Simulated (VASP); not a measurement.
Here is a VASP 6.6.1 calculation.

The input INCAR:

```
PREC     = Accurate       # precision mode
ENCUT    = 520            # plane-wave cutoff, eV
EDIFF    = 1E-8           # SCF threshold, eV
ISMEAR   = 0              # smearing method
SIGMA    = 0.01           # smearing width, eV
LREAL    = False          # projectors in reciprocal space
LASPH    = True           # aspherical terms in the spheres
NELM     = 60             # most SCF steps
ALGO     = Normal         # electronic algorithm
ISIF     = 2              # what is computed and relaxed
LWAVE    = False          # write WAVECAR
LCHARG   = True           # write CHGCAR
GGA      = CA             # functional
IBRION   = 8              # ionic algorithm
NSW      = 1              # ionic steps
```

The input KPOINTS:

```
regular mesh
0
Gamma
  6 6 6
```

File POSCAR:

```
CuI
1.0
    2.9000285517      2.9000285517      0.0000000000
   -2.9000285517      2.9000285517      0.0000000000
    0.0000000000      2.9000285517      2.9000285517
Cu I
1 1
Direct
    0.7500000000      0.2500000000      0.5000000000
    0.0000000000      0.0000000000      0.0000000000
```

Potentials or basis: VASP PAW LDA potentials, release 64 (Cu, I).

Run with:

```console
$ cat potpaw_LDA.64/Cu/POTCAR potpaw_LDA.64/I/POTCAR > POTCAR
$ mpirun -np 1 vasp_std > vasp.out
```

Estimate the highest phonon frequency at Γ, LO-TO splitting left out.

169 cm⁻¹.

Phonon frequencies in cm⁻¹ (negative: imaginary):
| q point | frequencies |
| --- | --- |
| (0.000, 0.000, 0.000) | 0 0 0 169 169 169 |

Caveat: the k points lie up to 0.36 Å⁻¹ apart; the cell wasn't relaxed at this level first, which shifts response properties.
